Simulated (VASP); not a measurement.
Set up this calculation in VASP 6.6.1, as the native input.

```yaml
Task: single point
Functional: PBEsol
Potentials_or_basis: VASP PAW PBE potentials, release 64 (Cd, Se)
Cutoff: 520 eV
k_mesh: 8 × 8 × 8
Occupations: fermi-dirac, width 0.05 eV
Spin: no spin polarisation
Dipole_correction: no
Further_INCAR_settings: ALGO = Normal; EDIFF = 1e-06; NBANDS = 16
```

The structure of CdSe lies in POSCAR:

```
CdSe
1.0
    0.0000000000      3.0075950161      3.0075950161
    3.0075950161      0.0000000000      3.0075950161
    3.0075950161      3.0075950161      0.0000000000
Cd Se
1 1
Direct
    0.0000000000      0.0000000000      0.0000000000
    0.2500000000      0.2500000000      0.2500000000
```

One way to write it, as run:

INCAR

```
PREC = Accurate
ENCUT = 520
EDIFF = 1E-6
ISMEAR = -1
SIGMA = 0.05
LREAL = F
LASPH = T
NELM = 80
ALGO = Normal
ISIF = 2
LWAVE = F
LCHARG = F
GGA = PS
NBANDS = 16
```

KPOINTS

```
Automatic mesh
0
Gamma
  8 8 8
```

Potentials or basis: VASP PAW PBE potentials, release 64 (Cd, Se).

The run is started by

```sh
$ cat potpaw_PBE.64/Cd/POTCAR potpaw_PBE.64/Se/POTCAR > POTCAR
$ mpirun -np 1 vasp_std > vasp.out
```

Results of the run:

```json
{"Pressure": "2.2 GPa", "Band gap on the k mesh": "0.55 eV, direct"}
```

Caveat: the PAW data sets were made with another functional, which shifts forces and pressure a little.

Run time: 7.5 s on 1 thread of Intel(R) Xeon(R) 6975P-C (Granite Rapids), with other jobs on the host, peak memory 0.18 GiB.
